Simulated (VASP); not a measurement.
Set up this calculation in VASP 6.6.1, as the native input.

```yaml
Task: single point
Functional: PBE
Potentials_or_basis: VASP PAW PBE potentials, release 64 (Li_sv, Hf_pv, O)
Cutoff: 750 eV
k_mesh: 6 × 6 × 4
Occupations: gaussian, width 0.1 eV
Spin: no spin polarisation
Dipole_correction: no
Further_INCAR_settings: ALGO = Normal; EDIFF = 1e-06; NBANDS = 20
```

The structure of LiHfO2 lies in POSCAR:

```
LiHfO2
1.0
    3.1342941101      0.0000000000      0.0000000000
    0.0000000000      3.1342941101      0.0000000000
    0.0000000000      0.0000000000      4.2163002120
Li Hf O
1 1 2
Direct
    0.0000000000      0.0000000000      0.0000000000
    0.5000000000      0.5000000000      0.5000000000
    0.0000000000      0.0000000000      0.5000000000
    0.5000000000      0.5000000000      0.0000000000
```

The cell was built from a structure type or drawn by symmetry, and may not be a known phase.

The input as run:

INCAR

```
SYSTEM = LiHfO2
PREC = Accurate
ENCUT = 750
EDIFF = 1E-6
ISMEAR = 0
SIGMA = 0.1
LREAL = .FALSE.
LASPH = .TRUE.
NELM = 120
ALGO = Normal
ISIF = 2
LWAVE = .FALSE.
LCHARG = .FALSE.
GGA = PE
NBANDS = 20
GGA_COMPAT = .FALSE.
```

KPOINTS

```
Automatic mesh
0
G
  6 6 4
  0 0 0
```

Potentials or basis: VASP PAW PBE potentials, release 64 (Li_sv, Hf_pv, O).

Launch:

```console
$ cat potpaw_PBE.64/Li_sv/POTCAR potpaw_PBE.64/Hf_pv/POTCAR potpaw_PBE.64/O/POTCAR > POTCAR
$ mpirun -np 1 vasp_std > vasp.out
```

It gave:

- Pressure: -2.3 GPa
- Band gap on the k mesh: zero (an odd number of electrons rules out a gap without spin polarisation)

Caveat: the k points lie up to 0.37 Å⁻¹ apart, too coarse for converged energies and pressures of a metal; spin-orbit coupling is left out, which moves the levels of the heavy elements; an odd number of electrons without spin polarisation forces a metal; a magnetic or distorted state may lie lower.

Run time: 60 s on 1 thread of Intel Xeon 8259CL (shared host), peak memory 0.21 GiB.
